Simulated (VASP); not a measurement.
Here is a VASP 6.6.1 calculation.

The input INCAR:

```
SYSTEM = HfO2
PREC = Accurate ; ENCUT = 600
EDIFF = 1E-6 ; ISMEAR = 0
SIGMA = 0.02 ; LREAL = .FALSE.
LASPH = .TRUE. ; NELM = 120
ALGO = Normal ; ISIF = 2
LWAVE = .FALSE. ; LCHARG = .TRUE.
GGA = PS ; LELF = .TRUE.
LVHAR = .TRUE. ; NBANDS = 18
GGA_COMPAT = .FALSE.
```

The input KPOINTS:

```
regular mesh
0
G
  8 8 8
  0 0 0
```

The input POSCAR:

```
HfO2
1.0
    0.0000000000      2.5222516861      2.5222516861
    2.5222516861      0.0000000000      2.5222516861
    2.5222516861      2.5222516861      0.0000000000
Hf O
1 2
Direct
    0.0000000000      0.0000000000      0.0000000000
    0.2500000000      0.2500000000      0.2500000000
    0.7500000000      0.7500000000      0.7500000000
```

Potentials or basis: VASP PAW PBE potentials, release 64 (Hf_pv, O).

The run is started by

```bash
$ cat potpaw_PBE.64/Hf_pv/POTCAR potpaw_PBE.64/O/POTCAR > POTCAR
$ mpirun -np 1 vasp_std > vasp.out
```

Question: Predict the pressure.

Answer: -4.0 GPa.

Question: What does it give for the band gap on the k mesh?

Answer: 3.71 eV, direct.

Caveat: the PAW data sets were made with another functional, which shifts forces and pressure a little; spin-orbit coupling is left out, which moves the levels of the heavy elements. A k mesh can miss the band edges.
